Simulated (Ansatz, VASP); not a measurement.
BiO5: VASP beside Ansatz

```
Bi O
1.0
     3.37287    0.00000   -0.08014
     0.00000    3.61506    0.00000
    -1.26641    0.00000    6.56550
Bi O
1 5
Direct
  0.00000 0.00000 0.00000
  0.72077 0.50000 0.27322
  0.63362 0.00000 0.27552
  0.27923 0.50000 0.72678
  0.36638 0.00000 0.72448
  0.50000 0.50000 0.00000
```

Change from the starting cell: species swapped into the BaBi5 type (P2/m, No. 10).

Alike in both runs: functional PBE; k mesh 4 × 5 × 3; occupations gaussian, width 0.2 eV; no spin polarisation.

Ansatz relaxed the structure, and its values are those at the end. VASP's run is a single point on that final structure, the one shown.

```csv
,VASP,Ansatz
version,VASP 6.6.1,Ansatz 0.2.0
potentials or method,"VASP PAW PBE potentials, release 64 (Bi_d, O), cutoff 600 eV","scalar-relativistic, plane waves, PAW"
valence electrons in the cell,45,45
```

VASP gave:

| Item | Value |
| --- | --- |
| gap on the k mesh at the Fermi level (eV) | none |
| pressure (GPa) | 0.1 |
| rms of the force components (eV/Å) | 0.013 |

What did Ansatz give for the same quantities?

gap on the k mesh at the Fermi level (eV): none; pressure (GPa): 0.2; rms of the force components (eV/Å): 0.005.

A gap of «none» marks a metal or a gap that the smearing closes.

The k mesh is coarse, so the values compare programs but aren't converged. Neither program's run includes spin-orbit coupling.
